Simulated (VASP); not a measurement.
# Cr (Im-3m) in VASP: a series of runs

Aim: see how the results for Cr move with the level of theory and the settings. Levels: PBEsol, PBE, BLYP, PBE-based screened hybrid, revPBE+D4. Tasks: single point.

Program: VASP 6.6.1. These are calculated values, not measurements. Logs are shortened: lines on timing, memory, paths and dates and some standing lists are left out, and cuts for length are marked.

## 1. The cell of the first run

It takes space group Im-3m (No. 229, cubic). The conventional cell has a = 2.969 Å, b = 2.969 Å, c = 2.969 Å, α = 90.00°, β = 90.00°, γ = 90.00°. Within 3.4 Å of Cr (site symmetry m-3m) lie 14 Cr at 2.57 to 2.97 Å.

## 2. Single point, PBEsol, collinear spin, ferromagnetic start

Input file INCAR:

```
SYSTEM = Cr
PREC = Accurate ; ENCUT = 600
EDIFF = 1E-6 ; ISMEAR = -1
SIGMA = 0.05 ; LREAL = .False.
LASPH = .True. ; NELM = 200
ALGO = Normal ; ISIF = 2
LWAVE = .False. ; LCHARG = .False.
ISPIN = 2 ; MAGMOM = 2.2
LORBIT = 11 ; NUPDOWN = 2.2
LMAXMIX = 4 ; GGA = PS
NBANDS = 17 ; GGA_COMPAT = .False.
```

Input file KPOINTS:

```
regular mesh
0
Gamma
  10 10 10
  0 0 0
```

Input file POSCAR:

```
Cr
1.0
   -1.4844496776      1.4844496776      1.4844496776
    1.4844496776     -1.4844496776      1.4844496776
    1.4844496776      1.4844496776     -1.4844496776
Cr
1
Direct
    0.0000000000      0.0000000000      0.0000000000
```

Potentials or basis: VASP PAW PBE potentials, release 64 (Cr_sv).

Command:

```bash
$ cat potpaw_PBE.64/Cr_sv/POTCAR > POTCAR
$ mpirun -np 1 vasp_std > vasp.out
```

OUTCAR:

```text
SYSTEM = Cr
   PREC = Accurate
   ENCUT = 600
   EDIFF = 1E-6
   ISMEAR = -1
   LREAL = .False.
   LASPH = .True.
   NELM = 200
   ISIF = 2
   ISPIN = 2
   LORBIT = 11
   NUPDOWN = 2.2
   GGA = PS

 ion  position               nearest neighbor table
   1  0.000  0.000  0.000-

  LATTYP: Found a body centered cubic cell.
 ALAT       =     2.9688993552

  Lattice vectors:

 A1 = (  -1.4844496776,   1.4844496776,   1.4844496776)
 A2 = (   1.4844496776,  -1.4844496776,   1.4844496776)
 A3 = (   1.4844496776,   1.4844496776,  -1.4844496776)

Analysis of symmetry for initial positions (statically):
=====================================================================
 Subroutine PRICEL returns:
 Original cell was already a primitive cell.

 Routine SETGRP: Setting up the symmetry group for a
 body centered cubic supercell.

 Subroutine GETGRP returns: Found 48 space group operations
 (whereof 48 operations were pure point group operations)
 out of a pool of 48 trial point group operations.

The static configuration has the point symmetry O_h .

Analysis of symmetry for dynamics (positions and initial velocities):
=====================================================================
 Subroutine PRICEL returns:
 Original cell was already a primitive cell.

 Routine SETGRP: Setting up the symmetry group for a
 body centered cubic supercell.

 Subroutine GETGRP returns: Found 48 space group operations
 (whereof 48 operations were pure point group operations)
 out of a pool of 48 trial point group operations.

The dynamic configuration has the point symmetry O_h .

Analysis of structural, dynamic, and magnetic symmetry:
=====================================================================
 Subroutine PRICEL returns:
 Original cell was already a primitive cell.

 Routine SETGRP: Setting up the symmetry group for a
 body centered cubic supercell.

 Subroutine GETGRP returns: Found 48 space group operations
 (whereof 48 operations were pure point group operations)
 out of a pool of 48 trial point group operations.

The overall configuration has the point symmetry O_h .

 Subroutine INISYM returns: Found 48 space group operations
 (whereof 48 operations are pure point group operations),
 and found     1 'primitive' translations

----------------------------------------------------------------------------------------

                                     Primitive cell

  volume of cell :      13.0845

  direct lattice vectors                    reciprocal lattice vectors
    -1.484449678  1.484449678  1.484449678     0.000000000  0.336825160  0.336825160
     1.484449678 -1.484449678  1.484449678     0.336825160  0.000000000  0.336825160
     1.484449678  1.484449678 -1.484449678     0.336825160  0.336825160  0.000000000

  length of vectors
     2.571142263  2.571142263  2.571142263     0.476342709  0.476342709  0.476342709

  position of ions in fractional coordinates (direct lattice)
     0.000000000  0.000000000  0.000000000

  ion indices of the primitive-cell ions
   primitive index   ion index
                 1           1

----------------------------------------------------------------------------------------

 KPOINTS: regular mesh

Automatic generation of k-mesh.
 Grid dimensions read from file:
 generate k-points for:   10   10   10

 Generating k-lattice:

  Cartesian coordinates                     Fractional coordinates (reciprocal lattice)
     0.000000000  0.033682516  0.033682516     0.100000000  0.000000000  0.000000000
     0.033682516  0.000000000  0.033682516     0.000000000  0.100000000  0.000000000
     0.033682516  0.033682516  0.000000000     0.000000000  0.000000000  0.100000000

  Length of vectors
     0.047634271  0.047634271  0.047634271

  Shift w.r.t. Gamma in fractional coordinates (k-lattice)
     0.000000000  0.000000000  0.000000000

 Subroutine IBZKPT returns following result:
 ===========================================

 Found     47 irreducible k-points:

 Following reciprocal coordinates:
            Coordinates               Weight
  0.000000  0.000000  0.000000      1.000000
  0.100000  0.000000  0.000000     12.000000
  0.200000  0.000000  0.000000     12.000000
  0.300000  0.000000  0.000000     12.000000
  0.400000  0.000000  0.000000     12.000000
  0.500000  0.000000  0.000000      6.000000
[... 16 lines left out ...]
  0.300000  0.300000  0.100000      8.000000
 -0.300000  0.300000  0.100000     24.000000
 [... further k-points ...]
   k-points           NKPTS =     47   k-points in BZ     NKDIM =     47   number of bands    NBANDS=     17
   number of dos      NEDOS =    301   number of ions     NIONS =      1
   total plane-waves  NPLWV =  13824
   dimension x,y,z NGX =    24 NGY =   24 NGZ =   24
   dimension x,y,z NGXF=    48 NGYF=   48 NGZF=   48
   ions per type =               1
   NGX,Y,Z   is equivalent  to a cutoff of  15.52, 15.52, 15.52 a.u.
   NGXF,Y,Z  is equivalent  to a cutoff of  31.04, 31.04, 31.04 a.u.
 SYSTEM =  Cr
   PREC   = accura    normal or accurate (medium, high low for compatibility)
   ISTART =      0    job   : 0-new  1-cont  2-samecut
   ICHARG =      2    charge: 1-file 2-atom 10-const
   ISPIN  =      2    spin polarized calculation?
   LNONCOLLINEAR =      F non collinear calculations
   LSORBIT =      F    spin-orbit coupling
   LASPH  =      T    aspherical Exc in radial PAW
   ENCUT  =  600.0 eV  44.10 Ry    6.64 a.u.   5.14  5.14  5.14*2*pi/ulx,y,z
   NELM   =    200;   NELMIN=  2; NELMDL= -5     # of ELM steps
   EDIFF  = 0.1E-05   stopping-criterion for ELM
   LREAL  =      F    real-space projection
[... 7 lines left out ...]
   TEBEG  =    0.0;   TEEND  =   0.0 temperature during run
   PSTRESS=    0.0 pullay stress
   NELECT =      14.0000    total number of electrons
   NUPDOWN=       2.2000    fix difference up-down
   EMIN   =  10.00;   EMAX   =-10.00  energy-range for DOS
   EFERMI =   0.00;   METHOD = LEGACY
   ISMEAR =    -1;   SIGMA  =   0.05  broadening in eV -4-tet -1-fermi 0-gaus
   EFERMI_NEDOS =   21; number of points for ismear=-14 and -15
   IALGO  =     38    algorithm
   IMIX   =      4    mixing-type and parameters
     AMIX     =   0.40;   BMIX     =  1.00
     AMIX_MAG =   1.60;   BMIX_MAG =  1.00
  volume/ion in A,a.u.               =      13.08        88.30
  Fermi-wavevector in a.u.,A,eV,Ry     =   1.674424  3.164202 38.146583  2.803695
  Thomas-Fermi vector in A             =   2.759222
   LORBIT       =     11    0 simple, 1 ext, 2 COOP (PROOUT), +10 PAW based schemes
   GGA     = PS    functional components
   LHFCALC =     F    Hartree Fock is set to
   AEXX    =    0.0000 exact exchange contribution
   IVDW    =     0    specifies the selected vdW correction
   LEPSILON=     F    determine dielectric tensor
   LRPA    =     F    only Hartree local field effects (RPA)
 spin polarized calculation
  energy-cutoff  :      600.00
  volume of cell :       13.08
 maximum number of plane-waves:       466
 NGX is ok and might be reduce to    24
   NGX = 11   NGY = 11   NGZ = 11

 number of electron      13.9999995 magnetization       2.1999999

 Free energy of the ion-electron system (eV)
  ---------------------------------------------------
  ext. energy  EPLUGINS =         0.00000000
  ---------------------------------------------------
  free energy    TOTEN  =        -9.17328500 eV

  energy without entropy =       -9.15388883  energy(sigma->0) =       -9.16358692

 E-fermi :  11.4541     XC(G=0): -13.0964

 val. band max:       12.5766284710   @ k =   0.2000   0.0000   0.0000
 cond. band min:      11.5311868464   @ k =  -0.4000   0.4000   0.1000
 fundamental gap:     -1.0454416246
 Fermi energy:        12.5832979465

 spin component 1

 k-point     1 :       0.0000    0.0000    0.0000
  band No.  band energies     occupation
      1     -60.0650      1.00000
      2     -31.1325      1.00000
      3     -31.1325      1.00000
      4     -31.1325      1.00000
      5       3.9842      1.00000
      6      10.6386      1.00000
[... 9 lines left out ...]
     16      41.7462      0.00000
     17      41.7462      0.00000

 k-point     2 :       0.1000    0.0000    0.0000
  band No.  band energies     occupation
      1     -60.0526      1.00000
      2     -31.1950      1.00000
      3     -31.1525      1.00000
      4     -31.1328      1.00000
      5       4.3739      1.00000
      6      10.4997      1.00000
[... 9 lines left out ...]
     16      39.0843      0.00000
     17      40.2823      0.00000
[... 421 lines left out ...]
 k-point    24 :      -0.3000    0.3000    0.1000
  band No.  band energies     occupation
      1     -59.9699      1.00000
      2     -31.5454      1.00000
      3     -31.2902      1.00000
      4     -31.1812      1.00000
      5       7.0646      1.00000
      6      10.0074      1.00000
[... 9 lines left out ...]
     16      38.7527      0.00000
     17      46.2511      0.00000

 [... further k-points ...]

 spin component 2

 k-point     1 :       0.0000    0.0000    0.0000
  band No.  band energies     occupation
      1     -58.0485      1.00000
      2     -29.1349      1.00000
      3     -29.1349      1.00000
      4     -29.1349      1.00000
      5       4.9036      1.00000
      6      12.5650      0.00000
[... 9 lines left out ...]
     16      43.2294      0.00000
     17      43.2294      0.00000

 k-point     2 :       0.1000    0.0000    0.0000
  band No.  band energies     occupation
      1     -58.0357      1.00000
      2     -29.2003      1.00000
      3     -29.1554      1.00000
      4     -29.1353      1.00000
      5       5.2953      1.00000
      6      12.4100      0.00000
[... 9 lines left out ...]
     16      40.4029      0.00000
     17      41.2351      0.00000
[... 421 lines left out ...]
 k-point    24 :      -0.3000    0.3000    0.1000
  band No.  band energies     occupation
      1     -57.9499      1.00000
      2     -29.5667      1.00000
      3     -29.2973      1.00000
      4     -29.1859      1.00000
      5       8.0940      1.00000
      6      11.7909      0.00119
[... 9 lines left out ...]
     16      39.7739      0.00000
     17      47.1993      0.00000

 [... further k-points ...]
[... 5 lines left out ...]
  --------------------------------------------------------------------------------------
  -------------------------------------------------------------------------------------
  Total       -0.4230982     -0.4230982     -0.4230982     -0.0000000      0.0000000     -0.0000000
  in kB      -51.8078189    -51.8078189    -51.8078189     -0.0000000      0.0000000     -0.0000000
  external PRESSURE =     -51.8078189 kB  Pullay stress =       0.0000000 kB

 VOLUME and BASIS-vectors are now :
 -----------------------------------------------------------------------------
  energy-cutoff  :      600.00
  volume of cell :       13.08
      direct lattice vectors                 reciprocal lattice vectors
    -1.484449678  1.484449678  1.484449678     0.000000000  0.336825160  0.336825160
     1.484449678 -1.484449678  1.484449678     0.336825160  0.000000000  0.336825160
     1.484449678  1.484449678 -1.484449678     0.336825160  0.336825160  0.000000000

 POSITION                                       TOTAL-FORCE (eV/Angst)
 -----------------------------------------------------------------------------------
      0.00000      0.00000      0.00000         0.000000     -0.000000     -0.000000
 -----------------------------------------------------------------------------------
    total drift:                                0.000000      0.000000      0.000000

  FREE ENERGIE OF THE ION-ELECTRON SYSTEM (eV)
  ---------------------------------------------------
  free  energy   TOTEN  =        -9.1732849986 eV

  energy  without entropy=       -9.1538888330  energy(sigma->0) =       -9.16358692

 total charge

# of ion       s       p       d       tot
------------------------------------------
    1        2.174   5.992   3.587  11.752

 magnetization (x)

# of ion       s       p       d       tot
------------------------------------------
    1        0.004   0.027   1.790   1.822
```

It used 50 s of CPU time on 1 thread of AMD EPYC 7R13 Processor (Zen 3) (shared host).

Results:

```yaml
Free_energy: -9.1733 eV
Pressure: -5.2 GPa
Net_moment: 2.20 μB per cell
Site_moments: Cr +1.82 μB
Valence_electrons_inside_the_program's_atomic_spheres: Cr 11.75
```

Caveat: the PAW data sets were made with another functional, which shifts forces and pressure a little; the total moment is fixed, so each spin has its own Fermi level.

## 3. Single point, PBE, collinear spin, ferromagnetic start

Input file INCAR:

```
  PREC = Accurate
  ENCUT = 600
  EDIFF = 1E-6
  ISMEAR = -1
  SIGMA = 0.05
  LREAL = F
  LASPH = T
  NELM = 200
  ALGO = Normal
  ISIF = 2
  LWAVE = F
  LCHARG = F
  ISPIN = 2
  MAGMOM = 2.2
  LORBIT = 11
  NUPDOWN = 2.2
  LMAXMIX = 4
  GGA = PE
  NBANDS = 17
  GGA_COMPAT = F
```

Input file KPOINTS:

```
Automatic mesh
0
Gamma
  10 10 10
```

POSCAR is that of step 2.

Potentials or basis: VASP PAW PBE potentials, release 64 (Cr_sv).

Command:

```bash
$ cat potpaw_PBE.64/Cr_sv/POTCAR > POTCAR
$ mpirun -np 1 vasp_std > vasp.out
```

Run time: 26 s. Hardware: 1 thread of Intel Xeon Platinum 8488C (Sapphire Rapids), shared host; peak memory 0.15 GiB.

Results (log left out):

- Free energy: -8.5433 eV
- Pressure: 2.0 GPa
- Net moment: 2.20 μB per cell
- Site moments: Cr +1.83 μB
- Valence electrons inside the program's atomic spheres: Cr 11.76

Caveat: the total moment is fixed, so each spin has its own Fermi level.

## 4. Single point, BLYP, collinear spin, ferromagnetic start

Input file INCAR:

```
PREC     = Accurate       # precision mode
ENCUT    = 520            # plane-wave cutoff, eV
EDIFF    = 1E-6           # SCF threshold, eV
ISMEAR   = -1             # smearing method
SIGMA    = 0.05           # smearing width, eV
LREAL    = False          # projectors in reciprocal space
LASPH    = True           # aspherical terms in the spheres
NELM     = 150            # most SCF steps
ALGO     = Normal         # electronic algorithm
ISIF     = 2              # what is computed and relaxed
LWAVE    = False          # write WAVECAR
LCHARG   = True           # write CHGCAR
ISPIN    = 2              # spin polarisation
MAGMOM   = 3              # initial moments
LORBIT   = 11             # projections on sites
LMAXMIX  = 4              # l up to which the mixer works
GGA      = B5             # functional
ALDAX    = 1.0          
AGGAX    = 1.0          
AGGAC    = 1.0          
ALDAC    = 0.0          
LELF     = True           # ELF
LVHAR    = True         
NBANDS   = 16             # bands
```

Input file KPOINTS:

```
regular mesh
0
Gamma
  12 12 12
```

POSCAR is that of step 3.

Potentials or basis: VASP PAW PBE potentials, release 64 (Cr_pv).

Command:

```bash
$ cat potpaw_PBE.64/Cr_pv/POTCAR > POTCAR
$ mpirun -np 1 vasp_std > vasp.out
```

OUTCAR:

```text
PREC = Accurate
   ENCUT = 520
   EDIFF = 1E-6
   ISMEAR = -1
   LREAL = False
   LASPH = True
   NELM = 150
   ISIF = 2
   ISPIN = 2
   LORBIT = 11
   GGA = B5

 ion  position               nearest neighbor table
   1  0.000  0.000  0.000-

  LATTYP: Found a body centered cubic cell.
 ALAT       =     2.9688993552

  Lattice vectors:

 A1 = (  -1.4844496776,   1.4844496776,   1.4844496776)
 A2 = (   1.4844496776,  -1.4844496776,   1.4844496776)
[... 1114 lines left out ...]
 [... further k-points ...]
[... 5 lines left out ...]
  --------------------------------------------------------------------------------------
  -------------------------------------------------------------------------------------
  Total       -1.4742887     -1.4742887     -1.4742887      0.0000000     -0.0000000      0.0000000
  in kB     -180.5247182   -180.5247182   -180.5247182      0.0000000     -0.0000000      0.0000000
  external PRESSURE =    -180.5247182 kB  Pullay stress =       0.0000000 kB

 VOLUME and BASIS-vectors are now :
 -----------------------------------------------------------------------------
  energy-cutoff  :      520.00
  volume of cell :       13.08
      direct lattice vectors                 reciprocal lattice vectors
    -1.484449678  1.484449678  1.484449678     0.000000000  0.336825160  0.336825160
     1.484449678 -1.484449678  1.484449678     0.336825160  0.000000000  0.336825160
     1.484449678  1.484449678 -1.484449678     0.336825160  0.336825160  0.000000000

 POSITION                                       TOTAL-FORCE (eV/Angst)
 -----------------------------------------------------------------------------------
      0.00000      0.00000      0.00000        -0.000000      0.000000     -0.000000
 -----------------------------------------------------------------------------------
    total drift:                                0.000000     -0.000000      0.000000

  FREE ENERGIE OF THE ION-ELECTRON SYSTEM (eV)
  ---------------------------------------------------
  free  energy   TOTEN  =        -8.2560521516 eV

  energy  without entropy=       -8.2521299592  energy(sigma->0) =       -8.25409106

 total charge

# of ion       s       p       d       tot
------------------------------------------
    1        0.369   6.319   4.154  10.842

 magnetization (x)

# of ion       s       p       d       tot
------------------------------------------
    1        0.000   0.000  -0.000  -0.000
```

Wall time 33 s (1 thread of AMD EPYC 7R43 (Zen 3), shared host); peak memory 0.11 GiB.

Results:

```
Free energy                                           : -8.2561 eV
Pressure                                              : -18.1 GPa
Band gap on the k mesh                                : zero (filled and empty bands overlap)
Net moment                                            : 0.00 μB per cell
Valence electrons inside the program's atomic spheres : Cr 10.84
```

Levels at points of the mesh, in eV from the Fermi level:
Spin up:
```
           k point  band 3  band 4  band 5  band 6  band 7  band 8  band 9  band 10
(0.00, 0.00, 0.00)  -42.69   -7.18   -0.80   -0.80   -0.80    1.02    1.02     6.76
(0.50, 0.00, 0.00)  -42.69   -3.77   -2.07    0.97    1.12    1.27    2.35     6.76
(0.50, 0.50, 0.50)  -43.12   -3.51   -3.51    2.02    2.02    2.02    6.76     9.70
```
Spin down:
| k point | band 2 | band 3 | band 4 | band 5 | band 6 | band 7 | band 8 | band 9 | band 10 | band 11 |
| --- | --- | --- | --- | --- | --- | --- | --- | --- | --- | --- |
| (0.00, 0.00, 0.00) | -42.69 | -42.69 | -7.18 | -0.80 | -0.80 | -0.80 | 1.01 | 1.01 | 6.76 | 21.56 |
| (0.50, 0.00, 0.00) | -42.89 | -42.69 | -3.77 | -2.07 | 0.97 | 1.12 | 1.27 | 2.35 | 6.76 | 8.60 |
| (0.50, 0.50, 0.50) | -43.13 | -43.13 | -3.51 | -3.51 | 2.02 | 2.02 | 2.02 | 6.76 | 9.70 | 9.70 |

Caveat: the starting moments collapsed, and a magnetic state may lie lower; the PAW data sets were made with another functional, which shifts forces and pressure a little.

[end of part 1 of 2]
